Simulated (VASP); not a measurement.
Set up this calculation in VASP 6.6.1, as the native input.

* Task: single point
* Functional: PBE
* Potentials or basis: VASP PAW PBE potentials, release 64 (Mg, Ge_d, N)
* Cutoff: 520 eV
* k mesh: 6 × 6 × 6
* Occupations: gaussian, width 0.2 eV
* Spin: no spin polarisation
* Dipole correction: no
* Further INCAR settings: ALGO = Normal; EDIFF = 1e-06; NBANDS = 26

The structure of Mg2GeN3 lies in POSCAR:

```
Mg2GeN3
1.0
   -1.5365864889      4.9775010963      2.4707119689
    1.5365864889     -4.9775010963      2.4707119689
    1.5365864889      4.9775010963     -2.4707119689
Mg Ge N
2 1 3
Direct
    0.6752974635      0.0096701950      0.6656272685
    0.3440429265      0.0096701950      0.3343727315
    0.0077535940      0.0077535940      0.0000000000
    0.0677383882      0.2224648141      0.8452735740
    0.3771912401      0.2224648141      0.1547264260
    0.7779763878      0.2779763878      0.5000000000
```

One way to write it, as run:

INCAR

```
SYSTEM = Mg2GeN3
PREC = Accurate
ENCUT = 520
EDIFF = 1E-6
ISMEAR = 0
SIGMA = 0.2
LREAL = .False.
LASPH = .True.
NELM = 100
ALGO = Normal
ISIF = 2
LWAVE = .False.
LCHARG = .False.
GGA = PE
NBANDS = 26
```

KPOINTS

```
Automatic mesh
0
Gamma
  6 6 6
  0 0 0
```

Potentials or basis: VASP PAW PBE potentials, release 64 (Mg, Ge_d, N).

Command:

```console
$ cat potpaw_PBE.64/Mg/POTCAR potpaw_PBE.64/Ge_d/POTCAR potpaw_PBE.64/N/POTCAR > POTCAR
$ mpirun -np 1 vasp_std > vasp.out
```

Results of the run:

| Property | Result |
| --- | --- |
| Pressure | -0.6 GPa |
| Largest force | 0.079 eV/Å |

Caveat: the k points lie up to 0.40 Å⁻¹ apart.

Run time: 8.4 min on 1 thread of Oxide Virtual Turin-like Processor (shared host), peak memory 0.33 GiB.
